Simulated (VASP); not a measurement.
BaTiO3: relaxation of cell and atoms with BLYP

BaTiO3:

```
CELL_PARAMETERS angstrom
3.99980 0.00000 0.00000
0.00000 3.99980 0.00000
0.00000 0.00000 4.01800
ATOMIC_POSITIONS crystal
Ba 0.00000 0.00000 0.00000
Ti 0.50000 0.50000 0.49000
O 0.00000 0.50000 0.51700
O 0.50000 0.00000 0.51700
O 0.50000 0.50000 0.01900
```

```yaml
Program: VASP 6.6.1
Task: relaxation of cell and atoms
Functional: BLYP
Potentials_or_basis: VASP PAW PBE potentials, release 64 (Ba_sv, Ti_sv, O)
Cutoff: 600 eV
k_mesh: 7 × 7 × 7
Occupations: fermi-dirac, width 0.05 eV
Spin: no spin polarisation
Dipole_correction: no
Further_INCAR_settings: ALGO = Normal; EDIFF = 1e-06; IBRION = 2; EDIFFG = -0.01; NSW = 60; ISIF = 3
```

```json
{
  "Relaxed volume": "14.35 Å³/atom",
  "Relaxed cell": "a = 3.999 Å, b = 3.999 Å, c = 4.487 Å, α = 90.00°, β = 90.00°, γ = 90.00°",
  "Space group after relaxing (to 0.05 Å)": "P4mm (No. 99)",
  "Energy gained by relaxing": "39.6 meV/atom",
  "Ionic steps": "45",
  "Pressure after relaxing": "0.0 GPa",
  "Largest force after relaxing": "0.007 eV/Å",
  "Band gap on the k mesh": "1.84 eV, indirect (least direct gap 2.43 eV)"
}
```

Forces on the atoms (eV/Å):
```
Ba   0.000  0.000 -0.007
Ti   0.000  0.000  0.006
O    0.000  0.000  0.001
O    0.000  0.000  0.001
O    0.000  0.000 -0.003
```

Step by step:
```
step  energy change (eV)  largest force (eV/Å)  pressure (GPa)  volume (Å³)
   1              0.0000                0.1971            9.83        64.28
   3             -0.1163                0.5072           -0.23        68.26
   5             -0.1318                0.3541            0.11        68.36
   7             -0.1545                0.1520            0.34        69.14
   9             -0.1792                0.2015           -0.49        70.36
  11             -0.1848                0.1762            0.75        69.95
  13             -0.1887                0.1419            0.84        70.10
  15             -0.1926                0.2226            0.20        70.77
  17             -0.1943                0.1612           -0.37        71.05
  19             -0.1956                0.0849            0.20        70.92
  21             -0.1962                0.0486            0.21        71.10
  23             -0.1965                0.0290           -0.36        71.47
  25             -0.1968                0.0260           -0.20        71.42
  27             -0.1969                0.0704            0.04        71.54
  29             -0.1973                0.0439            0.15        71.44
  31             -0.1974                0.0320            0.14        71.51
  33             -0.1976                0.0351           -0.07        71.65
  35             -0.1977                0.0345           -0.04        71.65
  37             -0.1977                0.0055            0.12        71.60
  39             -0.1977                0.0050            0.10        71.61
  41             -0.1978                0.0171            0.03        71.69
  43             -0.1978                0.0271           -0.07        71.75
  45             -0.1978                0.0065            0.01        71.75
```

Final structure:
```
CELL_PARAMETERS angstrom
3.99898 0.00000 0.00000
0.00000 3.99898 0.00000
0.00000 0.00000 4.48686
ATOMIC_POSITIONS crystal
Ba 0.00000 0.00000 0.97227
Ti 0.50000 0.50000 0.46107
O 0.00000 0.50000 0.52499
O 0.50000 0.00000 0.52499
O 0.50000 0.50000 0.05969
```

Levels at points of the mesh, in eV from the valence-band top:
```tsv
k point	band 17	band 18	band 19	band 20	band 21	band 22	band 23	band 24
(0.00, 0.00, 0.00)	-1.44	-1.39	-0.58	-0.58	1.84	2.78	2.78	3.86
```

Run time: 14 min on 1 thread of Intel(R) Xeon(R) 6975P-C (Granite Rapids), with other jobs on the host, peak memory 0.24 GiB.

Caveat: the PAW data sets were made with another functional, which shifts forces and pressure a little; spin-orbit coupling is left out, which moves the levels of the heavy elements; the volume moved by +12 % from the deposited cell, more than functionals usually miss. Expect the measured gap to be larger: semilocal functionals such as BLYP lack the derivative discontinuity.
